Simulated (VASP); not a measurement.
Set up this calculation in VASP 6.6.1, as the native input.

| Property | Result |
| --- | --- |
| Task | single point |
| Functional | PBE |
| Potentials or basis | VASP PAW PBE potentials, release 64 (B, N) |
| Cutoff | 600 eV |
| k mesh | 6 × 6 × 4 |
| Occupations | gaussian, width 0.01 eV |
| Spin | no spin polarisation |
| Dipole correction | no |
| Further INCAR settings | ALGO = Normal; EDIFF = 1e-06; NBANDS = 16 |

The structure of BN lies in POSCAR:

```
BN
1.0
    2.5360000000      0.0000000000      0.0000000000
   -1.2680000000      2.1962404240      0.0000000000
    0.0000000000      0.0000000000      4.1990000000
B N
2 2
Direct
    0.6666666667      0.3333333333      0.0000000000
    0.3333333333      0.6666666667      0.5000000000
    0.6666666667      0.3333333333      0.3750000000
    0.3333333333      0.6666666667      0.8750000000
```

These files were run (other wordings do the same):

INCAR

```
SYSTEM = BN
PREC = Accurate
ENCUT = 600
EDIFF = 1E-6
ISMEAR = 0
SIGMA = 0.01
LREAL = .False.
LASPH = .True.
NELM = 120
ALGO = Normal
ISIF = 2
LWAVE = .False.
LCHARG = .False.
GGA = PE
NBANDS = 16
GGA_COMPAT = .False.
```

KPOINTS

```
Automatic mesh
0
Gamma
  6 6 4
  0 0 0
```

Potentials or basis: VASP PAW PBE potentials, release 64 (B, N).

Run with:

```bash
$ cat potpaw_PBE.64/B/POTCAR potpaw_PBE.64/N/POTCAR > POTCAR
$ mpirun -np 1 vasp_std > vasp.out
```

Results of the run:

- Pressure: 8.0 GPa
- Largest force: 0.053 eV/Å
- Band gap on the k mesh: 5.20 eV (least direct gap 8.39 eV)

Caveat: the k points lie up to 0.48 Å⁻¹ apart.

Run time: 15 s on 1 thread of Intel Xeon 8259CL (shared host), peak memory 0.14 GiB.
